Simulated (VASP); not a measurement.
# Sc: single point with PBEsol

The system is Sc.

```
CELL_PARAMETERS angstrom
1.69610 1.69610 1.69610
-1.69610 1.69610 1.69610
-1.69610 -1.69610 1.69610
ATOMIC_POSITIONS crystal
Sc 0.00000 0.00000 0.00000
```

```yaml
Program: VASP 6.6.1
Task: single point
Functional: PBEsol
Potentials_or_basis: VASP PAW PBE potentials, release 64 (Sc_sv)
Cutoff: 520 eV
k_mesh: 9 × 9 × 9
Occupations: gaussian, width 0.05 eV
Spin: no spin polarisation
Dipole_correction: no
Further_INCAR_settings: ALGO = Normal; EDIFF = 1e-06; NBANDS = 12
```

```
Pressure : 15.0 GPa
```

Levels at points of the mesh, in eV from the Fermi level:
```csv
k point,band 1,band 2,band 3,band 4,band 5,band 6,band 7,band 8,band 9,band 10
"(0.00, 0.00, 0.00)",-48.77,-27.06,-27.06,-27.06,-5.59,1.77,1.77,1.77,3.66,3.66
```

Run time: 6 s on 1 thread of Intel Xeon 6975P-C (shared host), peak memory 0.14 GiB.

Caveat: the PAW data sets were made with another functional, which shifts forces and pressure a little.
